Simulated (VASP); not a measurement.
A run of VASP 6.6.1:

INCAR

```
SYSTEM = Ag
PREC = Accurate
ENCUT = 520
EDIFF = 1E-7
ISMEAR = -1
SIGMA = 0.1
LREAL = .FALSE.
LASPH = .TRUE.
NELM = 60
ALGO = Normal
ISIF = 2
LWAVE = .FALSE.
LCHARG = .FALSE.
GGA = B5
ALDAX = 1.0
AGGAX = 1.0
AGGAC = 1.0
ALDAC = 0.0
NBANDS = 18
```

KPOINTS

```
regular mesh
0
G
  10 10 10
  0 0 0
```

File POSCAR:

```
Ag
1.0
    0.0000000000      3.1879028725      3.1879028725
    3.1879028725      0.0000000000      3.1879028725
    3.1879028725      3.1879028725      0.0000000000
Ag
2
Direct
    0.1250000000      0.1250000000      0.1250000000
    0.8750000000      0.8750000000      0.8750000000
```

Potentials or basis: VASP PAW PBE potentials, release 64 (Ag).

The run is started by

```console
$ cat potpaw_PBE.64/Ag/POTCAR > POTCAR
$ mpirun -np 1 vasp_std > vasp.out
```

Hardware: 1 thread of AMD EPYC 7R43 64-Core Processor (Zen 3), on a shared host.

**Question.** How long does it take, and how much memory?

**Answer.** It took 60 s on 1 thread of AMD EPYC 7R43 64-Core Processor (Zen 3) (shared host), peak memory 0.18 GiB. Counts: scf iterations 11, k points 47.
